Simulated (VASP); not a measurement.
# Mg (Fd-3m) in VASP: further runs

The runs below take Mg through single point, with r2SCAN.

Everything below comes from runs of VASP 6.6.1. Logs are shortened: lines on timing, memory, paths and dates and some standing lists are left out, and cuts for length are marked.

**1. The cell of the first run**

It takes space group Fd-3m (No. 227, cubic). Conventional cell: a = 7.127 Å, b = 7.127 Å, c = 7.127 Å, α = 90.00°, β = 90.00°, γ = 90.00°. Mg (site symmetry -43m) has 4 Mg at 3.09 Å within 4.1 Å.

**2. Single point, r2SCAN (volume scaled by 1.12)**

The input, POSCAR:

```
Mg
1.0
    0.0000000000      3.5637237650      3.5637237650
    3.5637237650      0.0000000000      3.5637237650
    3.5637237650      3.5637237650      0.0000000000
Mg
2
Direct
    0.1250000000      0.1250000000      0.1250000000
    0.8750000000      0.8750000000      0.8750000000
```

The input, INCAR.step1:

```
SYSTEM = Mg
ALGO = Normal
EDIFF = 1E-4
ENCUT = 520
GGA = PE
ISMEAR = -1
LASPH = .TRUE.
LCHARG = .FALSE.
LREAL = .FALSE.
LWAVE = .TRUE.
NBANDS = 9
NELM = 60
PREC = Accurate
SIGMA = 0.1
```

The input, INCAR.step2:

```
SYSTEM = Mg
ALGO = Normal
EDIFF = 1E-6
ENCUT = 520
ISIF = 2
ISMEAR = -1
ISTART = 1
LASPH = .TRUE.
LCHARG = .FALSE.
LMIXTAU = .TRUE.
LREAL = .FALSE.
LWAVE = .FALSE.
METAGGA = R2SCAN
NBANDS = 9
NELM = 60
PREC = Accurate
SIGMA = 0.1
```

The input, KPOINTS:

```
k-points
0
G
  9 9 9
  0 0 0
```

Potentials or basis: VASP PAW PBE potentials, release 64 (Mg).

Command:

```console
cat potpaw_PBE.64/Mg/POTCAR > POTCAR
cp INCAR.step1 INCAR
mpirun -np 1 vasp_std > vasp.out
cp INCAR.step2 INCAR
mpirun -np 1 vasp_std > vasp.out
```

OUTCAR:

```text
SYSTEM = Mg
   EDIFF = 1E-6
   ENCUT = 520
   ISIF = 2
   ISMEAR = -1
   ISTART = 1
   LASPH = .TRUE.
   LREAL = .FALSE.
   METAGGA = R2SCAN
   NELM = 60
   PREC = Accurate

 ion  position               nearest neighbor table
   1  0.125  0.125  0.125-   2 3.09   2 3.09   2 3.09   2 3.09
   2  0.875  0.875  0.875-   1 3.09   1 3.09   1 3.09   1 3.09

  LATTYP: Found a face centered cubic cell.
 ALAT       =     7.1274475300

  Lattice vectors:

 A1 = (   0.0000000000,   3.5637237650,   3.5637237650)
 A2 = (   3.5637237650,   0.0000000000,   3.5637237650)
 A3 = (   3.5637237650,   3.5637237650,   0.0000000000)

Analysis of symmetry for initial positions (statically):
=====================================================================
 Subroutine PRICEL returns:
 Original cell was already a primitive cell.

 Routine SETGRP: Setting up the symmetry group for a
 face centered cubic supercell.

 Subroutine GETGRP returns: Found 48 space group operations
 (whereof 12 operations were pure point group operations)
 out of a pool of 48 trial point group operations.

The static configuration has the point symmetry D_3d.
 The point group associated with its full space group is O_h .

Analysis of symmetry for dynamics (positions and initial velocities):
=====================================================================
 Subroutine PRICEL returns:
 Original cell was already a primitive cell.

 Routine SETGRP: Setting up the symmetry group for a
 face centered cubic supercell.

 Subroutine GETGRP returns: Found 48 space group operations
 (whereof 12 operations were pure point group operations)
 out of a pool of 48 trial point group operations.

The dynamic configuration has the point symmetry D_3d.
 The point group associated with its full space group is O_h .

 Subroutine INISYM returns: Found 48 space group operations
 (whereof 12 operations are pure point group operations),
 and found     1 'primitive' translations

----------------------------------------------------------------------------------------

                                     Primitive cell

  volume of cell :      90.5195

  direct lattice vectors                    reciprocal lattice vectors
     0.000000000  3.563723765  3.563723765    -0.140302681  0.140302681  0.140302681
     3.563723765  0.000000000  3.563723765     0.140302681 -0.140302681  0.140302681
     3.563723765  3.563723765  0.000000000     0.140302681  0.140302681 -0.140302681

  length of vectors
     5.039866481  5.039866481  5.039866481     0.243011373  0.243011373  0.243011373

  position of ions in fractional coordinates (direct lattice)
     0.125000000  0.125000000  0.125000000
     0.875000000  0.875000000  0.875000000

  ion indices of the primitive-cell ions
   primitive index   ion index
                 1           1
                 2           2

----------------------------------------------------------------------------------------

 KPOINTS: k-points

Automatic generation of k-mesh.
 Grid dimensions read from file:
 generate k-points for:    9    9    9

 Generating k-lattice:

  Cartesian coordinates                     Fractional coordinates (reciprocal lattice)
    -0.015589187  0.015589187  0.015589187     0.111111111  0.000000000  0.000000000
     0.015589187 -0.015589187  0.015589187     0.000000000  0.111111111  0.000000000
     0.015589187  0.015589187 -0.015589187     0.000000000  0.000000000  0.111111111

  Length of vectors
     0.027001264  0.027001264  0.027001264

  Shift w.r.t. Gamma in fractional coordinates (k-lattice)
     0.000000000  0.000000000  0.000000000

 Subroutine IBZKPT returns following result:
 ===========================================

 Found     35 irreducible k-points:

 Following reciprocal coordinates:
            Coordinates               Weight
  0.000000  0.000000  0.000000      1.000000
  0.111111  0.000000  0.000000      8.000000
  0.222222  0.000000  0.000000      8.000000
  0.333333  0.000000  0.000000      8.000000
  0.444444  0.000000  0.000000      8.000000
  0.111111  0.111111  0.000000      6.000000
[... 16 lines left out ...]
 -0.333333  0.333333  0.000000     12.000000
  0.444444  0.444444  0.000000      6.000000
 [... further k-points ...]
   k-points           NKPTS =     35   k-points in BZ     NKDIM =     35   number of bands    NBANDS=      9
   number of dos      NEDOS =    301   number of ions     NIONS =      2
   total plane-waves  NPLWV =  64000
   dimension x,y,z NGX =    40 NGY =   40 NGZ =   40
   dimension x,y,z NGXF=    80 NGYF=   80 NGZF=   80
   ions per type =               2
   NGX,Y,Z   is equivalent  to a cutoff of  13.19, 13.19, 13.19 a.u.
   NGXF,Y,Z  is equivalent  to a cutoff of  26.39, 26.39, 26.39 a.u.
 SYSTEM =  Mg
   PREC   = accura    normal or accurate (medium, high low for compatibility)
   ISTART =      1    job   : 0-new  1-cont  2-samecut
   ICHARG =      0    charge: 1-file 2-atom 10-const
   ISPIN  =      1    spin polarized calculation?
   LNONCOLLINEAR =      F non collinear calculations
   LSORBIT =      F    spin-orbit coupling
   LASPH  =      T    aspherical Exc in radial PAW
   ENCUT  =  520.0 eV  38.22 Ry    6.18 a.u.   9.37  9.37  9.37*2*pi/ulx,y,z
   NELM   =     60;   NELMIN=  2; NELMDL=  0     # of ELM steps
   EDIFF  = 0.1E-05   stopping-criterion for ELM
   LREAL  =      F    real-space projection
   EDIFFG = 0.1E-04   stopping-criterion for IOM
   NSW    =      0    number of steps for IOM
   IBRION =     -1    ionic relax: 0-MD 1-quasi-New 2-CG
   NFREE  =      0    steps in history (QN), initial steepest desc. (CG)
   ISIF   =      2    stress and relaxation
   ISYM   =      2    0-nonsym 1-usesym 2-fastsym
   POTIM  = 0.5000    time-step for ionic-motion
   TEBEG  =    0.0;   TEEND  =   0.0 temperature during run
   PSTRESS=    0.0 pullay stress
   NELECT =       4.0000    total number of electrons
   NUPDOWN=      -1.0000    fix difference up-down
   EMIN   =  10.00;   EMAX   =-10.00  energy-range for DOS
   EFERMI =   0.00;   METHOD = LEGACY
   ISMEAR =    -1;   SIGMA  =   0.10  broadening in eV -4-tet -1-fermi 0-gaus
   EFERMI_NEDOS =   21; number of points for ismear=-14 and -15
   IALGO  =     38    algorithm
   IMIX   =      4    mixing-type and parameters
     AMIX     =   0.40;   BMIX     =  1.00
     AMIX_MAG =   1.60;   BMIX_MAG =  1.00
  volume/ion in A,a.u.               =      45.26       305.43
  Fermi-wavevector in a.u.,A,eV,Ry     =   0.578781  1.093737  4.557778  0.334987
  Thomas-Fermi vector in A             =   1.622225
   LORBIT       =      0    0 simple, 1 ext, 2 COOP (PROOUT), +10 PAW based schemes
   METAGGA = R2SCAN    functional components
   LHFCALC =     F    Hartree Fock is set to
   AEXX    =    0.0000 exact exchange contribution
   IVDW    =     0    specifies the selected vdW correction
   LEPSILON=     F    determine dielectric tensor
   LRPA    =     F    only Hartree local field effects (RPA)
 non-spin polarized calculation
  energy-cutoff  :      520.00
  volume of cell :       90.52
 maximum number of plane-waves:      2454
 NGX is ok and might be reduce to    40
   NGX = 19   NGY = 19   NGZ = 19

 number of electron       4.0000000 magnetization

 Free energy of the ion-electron system (eV)
  ---------------------------------------------------
  ext. energy  EPLUGINS =         0.00000000
  ---------------------------------------------------
  free energy    TOTEN  =        -6.50628698 eV

  energy without entropy =       -6.46358654  energy(sigma->0) =       -6.48493676

 E-fermi :  -0.2183     XC(G=0):  -6.6683

 val. band max:       -0.2714899863   @ k =  -0.2222   0.3333   0.1111
 cond. band min:      -0.0610947943   @ k =  -0.4444   0.3333   0.1111
 fundamental gap:      0.2103951921
 Fermi energy:        -0.2182618831

 k-point     1 :       0.0000    0.0000    0.0000
  band No.  band energies     occupation
      1      -5.1618      2.00000
      2       2.8667      0.00000
      3       2.8667      0.00000
      4       2.8667      0.00000
      5       3.9689      0.00000
      6       3.9689      0.00000
      7       3.9690      0.00000
      8       5.3061      0.00000
      9       6.7955      0.00000

 k-point     2 :       0.1111    0.0000    0.0000
  band No.  band energies     occupation
      1      -5.0533      2.00000
      2       1.8545      0.00000
      3       2.6489      0.00000
      4       2.6489      0.00000
      5       4.1192      0.00000
      6       4.2666      0.00000
      7       4.2666      0.00000
      8       5.9225      0.00000
      9       6.5966      0.00000

 k-point     3 :       0.2222    0.0000    0.0000
  band No.  band energies     occupation
      1      -4.7324      2.00000
      2       0.4089      0.00377
      3       2.3278      0.00000
      4       2.3278      0.00000
      5       3.9140      0.00000
      6       4.5777      0.00000
      7       4.5777      0.00000
      8       6.4510      0.00000
      9       6.4510      0.00000

 k-point     4 :       0.3333    0.0000    0.0000
  band No.  band energies     occupation
      1      -4.2214      2.00000
      2      -0.9073      1.99797
      3       2.1015      0.00000
      4       2.1015      0.00000
      5       3.7018      0.00000
      6       4.4268      0.00000
      7       4.4268      0.00000
      8       6.7187      0.00000
      9       7.2127      0.00000
[... 205 lines left out ...]
 k-point    22 :      -0.4444    0.3333    0.0000
  band No.  band energies     occupation
      1      -2.7840      2.00000
      2      -1.7656      2.00000
      3      -0.3402      1.54378
      4       0.9598      0.00002
      5       2.7173      0.00000
      6       4.5244      0.00000
      7       7.0058      0.00000
      8       7.3969      0.00000
      9       8.3490      0.00000

 k-point    23 :      -0.3333    0.3333    0.0000
  band No.  band energies     occupation
      1      -2.8839      2.00000
      2      -1.6584      2.00000
      3      -0.6133      1.96222
      4       1.2262      0.00000
      5       3.0069      0.00000
      6       5.9446      0.00000
      7       6.5926      0.00000
      8       6.9474      0.00000
      9       7.1918      0.00000

 k-point    24 :       0.4444    0.4444    0.0000
  band No.  band energies     occupation
      1      -2.9096      2.00000
      2      -1.7249      2.00000
      3       0.7134      0.00018
      4       0.7134      0.00018
      5       2.3531      0.00000
      6       2.5343      0.00000
      7       8.7596      0.00000
      8       8.7596      0.00000
      9       9.4496      0.00000

 [... further k-points ...]

------------------------ aborting loop because EDIFF is reached ----------------------------------------

  FORCE on cell =-STRESS in cart. coord.  units (eV):
  Direction    XX          YY          ZZ          XY          YZ          ZX
  --------------------------------------------------------------------------------------
  -------------------------------------------------------------------------------------
  Total       -0.6410982     -0.6410982     -0.6410982      0.0000000      0.0000000     -0.0000000
  in kB      -11.3473137    -11.3473137    -11.3473137      0.0000000      0.0000000     -0.0000000
  external PRESSURE =     -11.3473137 kB  Pullay stress =       0.0000000 kB

 VOLUME and BASIS-vectors are now :
 -----------------------------------------------------------------------------
  energy-cutoff  :      520.00
  volume of cell :       90.52
      direct lattice vectors                 reciprocal lattice vectors
     0.000000000  3.563723765  3.563723765    -0.140302681  0.140302681  0.140302681
     3.563723765  0.000000000  3.563723765     0.140302681 -0.140302681  0.140302681
     3.563723765  3.563723765  0.000000000     0.140302681  0.140302681 -0.140302681

 POSITION                                       TOTAL-FORCE (eV/Angst)
 -----------------------------------------------------------------------------------
      0.89093      0.89093      0.89093        -0.000000     -0.000000     -0.000000
      6.23652      6.23652      6.23652         0.000000      0.000000      0.000000
 -----------------------------------------------------------------------------------
    total drift:                                0.000000      0.000000     -0.000000

  FREE ENERGIE OF THE ION-ELECTRON SYSTEM (eV)
  ---------------------------------------------------
  free  energy   TOTEN  =        -6.5062869765 eV

  energy  without entropy=       -6.4635865393  energy(sigma->0) =       -6.48493676
```

Run time: 2.2 min. Hardware: 1 thread of AMD EPYC 7R43 (Zen 3), shared host; peak memory 0.22 GiB.

What came out:

- Free energy: -6.5063 eV
- Pressure: -1.1 GPa
- Band gap on the k mesh: zero (band 2 reaches 2.87 eV, above the bottom of band 3 at -0.61 eV)

Caveat: the cell differs from its parent crystal (volume scaled by 1.12); the PAW data sets were made with another functional, which shifts forces and pressure a little.

**3. Single point, r2SCAN**

This run uses another cell than the first one, of 40.41 Å³/atom, 0.893 times its volume.

The input, POSCAR:

```
Mg
1.0
    0.0000000000      3.4316107974      3.4316107974
    3.4316107974      0.0000000000      3.4316107974
    3.4316107974      3.4316107974      0.0000000000
Mg
2
Direct
    0.1250000000      0.1250000000      0.1250000000
    0.8750000000      0.8750000000      0.8750000000
```

Changes to INCAR.step1 since step 2:

```diff
@@ -11,3 +11,3 @@
 NBANDS = 9
-NELM = 60
+NELM = 80
 PREC = Accurate
```

Changes to INCAR.step2 since step 2:

```diff
@@ -14,3 +14,3 @@
 NBANDS = 9
-NELM = 60
+NELM = 80
 PREC = Accurate
```

The input, KPOINTS:

```
k-points
0
G
  13 13 13
  0 0 0
```

Potentials or basis: VASP PAW PBE potentials, release 64 (Mg).

Command:

```console
cat potpaw_PBE.64/Mg/POTCAR > POTCAR
cp INCAR.step1 INCAR
mpirun -np 1 vasp_std > vasp.out
cp INCAR.step2 INCAR
mpirun -np 1 vasp_std > vasp.out
```

Run time: 4.3 min. Hardware: 1 thread of AMD EPYC 7R43 (Zen 3), shared host; peak memory 0.21 GiB.

Results (log left out):

* Free energy: -6.5429 eV
* Pressure: -0.1 GPa
* Band gap on the k mesh: zero (band 2 reaches 3.47 eV, above the bottom of band 3 at -0.39 eV)

Levels at points of the mesh, in eV from the Fermi level:
```tsv
k point	band 1	band 2	band 3	band 4	band 5	band 6
(0.00, 0.00, 0.00)	-5.26	3.36	3.36	3.36	4.45	4.45
```

Caveat: the PAW data sets were made with another functional, which shifts forces and pressure a little.
